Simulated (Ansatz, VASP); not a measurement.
**One calculation of Au, two programs**

```
Au
1.0
     0.00000    2.04550    2.01482
     2.04550    0.00000    2.01482
     2.04550    2.04550    0.00000
Au
1
Cartesian
  0.0000 0.0000 0.0000
```

Change from the starting cell: strain +0.000 along x and y, -0.015 along z, atoms carried along.

Alike in both runs: task single point; functional PBEsol; k mesh 20 × 20 × 20; occupations gaussian, width 0.15 eV; no spin polarisation.

|  | VASP | Ansatz |
| --- | --- | --- |
| version | VASP 6.6.1 | Ansatz 0.2.0 |
| potentials or method | VASP PAW PBE potentials, release 64 (Au), cutoff 520 eV | scalar-relativistic, plane waves, PAW |
| valence electrons in the cell | 11 | 19 |

```csv
,VASP,Ansatz,Ansatz less VASP
gap on the k mesh at the Fermi level (eV),none,none,-
pressure (GPa),1.5,1.7,+0.23
"traceless stress, the component that is largest in VASP (GPa)",0.33,0.33,-0.002
```

VASP's potentials were made for PBE, not for PBEsol. A gap of «none» marks a metal or a gap that the smearing closes. VASP's potentials hold 11 valence electrons a cell and Ansatz's 19, so a difference there can come from the potentials and not from the codes.

Neither program's run includes spin-orbit coupling.
